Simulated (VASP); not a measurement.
# TiAl (Amm2) in VASP: a series of runs

The runs below take TiAl through single point, with r2SCAN.

Everything below comes from runs of VASP 6.6.1. Logs are shortened: lines on timing, memory, paths and dates and some standing lists are left out, and cuts for length are marked.

## (1) The cell of the first run

Symmetry: Amm2, No. 38, orthorhombic system. The conventional cell has a = 4.678 Å, b = 2.867 Å, c = 4.941 Å, α = 90.00°, β = 90.00°, γ = 90.00°. Ti (site symmetry mm2) has 6 Ti at 2.86 to 2.87 Å and 6 Al at 2.86 Å within 3.8 Å. Within 3.8 Å of Al (site symmetry mm2) lie 6 Al at 2.86 to 2.87 Å and 6 Ti at 2.86 Å.

## (2) Single point, r2SCAN (strain -0.0050 x Voigt [0, 1, 0, 0, 0, 0])

File POSCAR:

```
TiAl
1.0
    2.8672622327      0.0000000000      0.0000000000
   -1.4336311163      2.4707063232      0.0000000000
    0.0000000000      0.0000000000      4.6780830000
Ti Al
1 1
Direct
    0.0000000000      0.0000000000      0.0000000000
    0.3333333333      0.6666666667      0.5000000000
```

File INCAR.step1:

```
SYSTEM = TiAl
PREC = Accurate
ENCUT = 520
ISMEAR = 0
SIGMA = 0.15
LREAL = .FALSE.
LASPH = .TRUE.
NELM = 80
NBANDS = 14
GGA = PE
ALGO = Normal
EDIFF = 1E-4
LWAVE = .TRUE.
LCHARG = .FALSE.
```

File INCAR.step2:

```
SYSTEM = TiAl
PREC = Accurate
ENCUT = 520
EDIFF = 1E-6
ISMEAR = 0
SIGMA = 0.15
LREAL = .FALSE.
LASPH = .TRUE.
NELM = 80
ALGO = Normal
ISIF = 2
LWAVE = .FALSE.
LCHARG = .FALSE.
METAGGA = R2SCAN
LMIXTAU = .TRUE.
NBANDS = 14
ISTART = 1
```

File KPOINTS:

```
Automatic mesh
0
G
  18 18 10
  0 0 0
```

Potentials or basis: VASP PAW PBE potentials, release 64 (Ti_sv, Al).

Launch:

```
> cat potpaw_PBE.64/Ti_sv/POTCAR potpaw_PBE.64/Al/POTCAR > POTCAR
> cp INCAR.step1 INCAR
> mpirun -np 1 vasp_std > vasp.out
> cp INCAR.step2 INCAR
> mpirun -np 1 vasp_std > vasp.out
```

OUTCAR:

```text
SYSTEM = TiAl
   PREC = Accurate
   ENCUT = 520
   EDIFF = 1E-6
   ISMEAR = 0
   LREAL = .FALSE.
   LASPH = .TRUE.
   NELM = 80
   ISIF = 2
   METAGGA = R2SCAN
   ISTART = 1

 ion  position               nearest neighbor table
   1  0.000  0.000  0.000-   2 2.86   2 2.86   2 2.86   2 2.86   2 2.86   2 2.86
   2  0.333  0.667  0.500-   1 2.86   1 2.86   1 2.86   1 2.86   1 2.86   1 2.86

  Warning from LATTYP: Monoclinic adjustment (A1->A3, A2->A1, A3->A2)!
  LATTYP: Found a base centered orthorhombic cell.
 ALAT       =     2.8672622327
 B/A-ratio  =     1.7233905536
 C/A-ratio  =     1.6315504549

  Lattice vectors:

 A1 = (   1.4336311163,  -2.4707063232,   0.0000000000)
 A2 = (   1.4336311164,   2.4707063232,   0.0000000000)
 A3 = (   0.0000000000,   0.0000000000,   4.6780830000)

Analysis of symmetry for initial positions (statically):
=====================================================================
 Subroutine PRICEL returns:
 Original cell was already a primitive cell.

 Routine SETGRP: Setting up the symmetry group for a
 base centered orthorhombic supercell.

 Subroutine GETGRP returns: Found  4 space group operations
 (whereof  4 operations were pure point group operations)
 out of a pool of  8 trial point group operations.

The static configuration has the point symmetry C_2v.

Analysis of symmetry for dynamics (positions and initial velocities):
=====================================================================
 Subroutine PRICEL returns:
 Original cell was already a primitive cell.

 Routine SETGRP: Setting up the symmetry group for a
 base centered orthorhombic supercell.

 Subroutine GETGRP returns: Found  4 space group operations
 (whereof  4 operations were pure point group operations)
 out of a pool of  8 trial point group operations.

The dynamic configuration has the point symmetry C_2v.

 Subroutine INISYM returns: Found  4 space group operations
 (whereof  4 operations are pure point group operations),
 and found     1 'primitive' translations

----------------------------------------------------------------------------------------

                                     Primitive cell

  volume of cell :      33.1403

  direct lattice vectors                    reciprocal lattice vectors
     2.867262233  0.000000000  0.000000000     0.348764751  0.202371280  0.000000000
    -1.433631116  2.470706323  0.000000000     0.000000000  0.404742559  0.000000000
     0.000000000  0.000000000  4.678083000     0.000000000  0.000000000  0.213762774
[... 95 lines left out ...]
   NELECT =      15.0000    total number of electrons
   NUPDOWN=      -1.0000    fix difference up-down
   EMIN   =  10.00;   EMAX   =-10.00  energy-range for DOS
   EFERMI =   0.00;   METHOD = LEGACY
   ISMEAR =     0;   SIGMA  =   0.15  broadening in eV -4-tet -1-fermi 0-gaus
   EFERMI_NEDOS =   21; number of points for ismear=-14 and -15
   IALGO  =     38    algorithm
   IMIX   =      4    mixing-type and parameters
     AMIX     =   0.40;   BMIX     =  1.00
     AMIX_MAG =   1.60;   BMIX_MAG =  1.00
  volume/ion in A,a.u.               =      16.57       111.82
  Fermi-wavevector in a.u.,A,eV,Ry     =   1.256955  2.375301 21.496336  1.579936
  Thomas-Fermi vector in A             =   2.390638
   LORBIT       =      0    0 simple, 1 ext, 2 COOP (PROOUT), +10 PAW based schemes
   METAGGA = R2SCAN    functional components
   LHFCALC =     F    Hartree Fock is set to
   AEXX    =    0.0000 exact exchange contribution
   IVDW    =     0    specifies the selected vdW correction
   LEPSILON=     F    determine dielectric tensor
   LRPA    =     F    only Hartree local field effects (RPA)
 non-spin polarized calculation
 Gauss-broadening in eV      SIGMA  =   0.15
  energy-cutoff  :      520.00
  volume of cell :       33.14
 maximum number of plane-waves:       909
 NGX is ok and might be reduce to    24
   NGX = 11   NGY = 11   NGZ = 17

 number of electron      15.0000001 magnetization

 Free energy of the ion-electron system (eV)
  ---------------------------------------------------
  ext. energy  EPLUGINS =         0.00000000
  ---------------------------------------------------
  free energy    TOTEN  =       -20.24701032 eV

  energy without entropy =      -20.22182919  energy(sigma->0) =      -20.23441975

 E-fermi :   7.8925     XC(G=0): -11.7696

 val. band max:        7.8920427793   @ k =   0.3889   0.1667   0.4000
 cond. band min:       7.8932497453   @ k =   0.3889   0.2778   0.3000
 fundamental gap:      0.0012069660
 Fermi energy:         7.8925292012

 k-point     1 :       0.0000    0.0000    0.0000
  band No.  band energies     occupation
      1     -50.9535      2.00000
      2     -26.2303      2.00000
      3     -25.7933      2.00000
      4     -25.7884      2.00000
      5      -1.5918      2.00000
      6       5.4437      2.00000
      7       5.7767      2.00000
      8       9.3008      0.00000
      9       9.3688      0.00000
     10      10.9768      0.00000
     11      10.9917      0.00000
     12      12.0993      0.00000
     13      21.5508      0.00000
     14      21.6901      0.00000
[... 377 lines left out ...]
      1     -50.9010      2.00000
      2     -26.1787      2.00000
      3     -26.1072      2.00000
      4     -25.8675      2.00000
      5       0.0745      2.00000
      6       6.0657      2.00000
      7       6.8086      2.00000
      8       8.1885      0.00526
      9      10.5418      0.00000
     10      10.5816      0.00000
     11      11.3838      0.00000
     12      12.3224      0.00000
     13      13.9768      0.00000
     14      17.0588      0.00000

 [... further k-points ...]

------------------------ aborting loop because EDIFF is reached ----------------------------------------

  FORCE on cell =-STRESS in cart. coord.  units (eV):
  Direction    XX          YY          ZZ          XY          YZ          ZX
  --------------------------------------------------------------------------------------
  -------------------------------------------------------------------------------------
  Total       -0.0041623      0.0986154     -0.3884344      0.0000000      0.0000000      0.0000000
  in kB       -0.2012279      4.7675917    -18.7789700      0.0000000      0.0000000      0.0000000
  external PRESSURE =      -4.7375354 kB  Pullay stress =       0.0000000 kB

 VOLUME and BASIS-vectors are now :
 -----------------------------------------------------------------------------
  energy-cutoff  :      520.00
  volume of cell :       33.14
      direct lattice vectors                 reciprocal lattice vectors
     2.867262233  0.000000000  0.000000000     0.348764751  0.202371280  0.000000000
    -1.433631116  2.470706323  0.000000000     0.000000000  0.404742559  0.000000000
     0.000000000  0.000000000  4.678083000     0.000000000  0.000000000  0.213762774

 POSITION                                       TOTAL-FORCE (eV/Angst)
 -----------------------------------------------------------------------------------
      0.00000      0.00000      0.00000        -0.000000     -0.017501      0.000000
     -0.00000      1.64714      2.33904         0.000000      0.017501      0.000000
 -----------------------------------------------------------------------------------
    total drift:                               -0.000001      0.000046      0.000000

  FREE ENERGIE OF THE ION-ELECTRON SYSTEM (eV)
  ---------------------------------------------------
  free  energy   TOTEN  =       -20.2470103169 eV

  energy  without entropy=      -20.2218291902  energy(sigma->0) =      -20.23441975
```

Wall time 14 min (1 thread of Intel Xeon 8259CL, shared host); peak memory 0.38 GiB.

Results:

```yaml
Free_energy: -20.2470 eV
Pressure: -0.5 GPa
Largest_force: 0.018 eV/Å
Band_gap_on_the_k_mesh: zero (an odd number of electrons rules out a gap without spin polarisation)
```

Forces in eV/Å, atoms in the order of the input:
```
Ti   0.000 -0.018  0.000
Al   0.000  0.018  0.000
```

Caveat: the cell differs from its parent crystal (strain -0.0050 x Voigt [0, 1, 0, 0, 0, 0]); the PAW data sets were made with another functional, which shifts forces and pressure a little.

(Continued in part 2 of 2.)
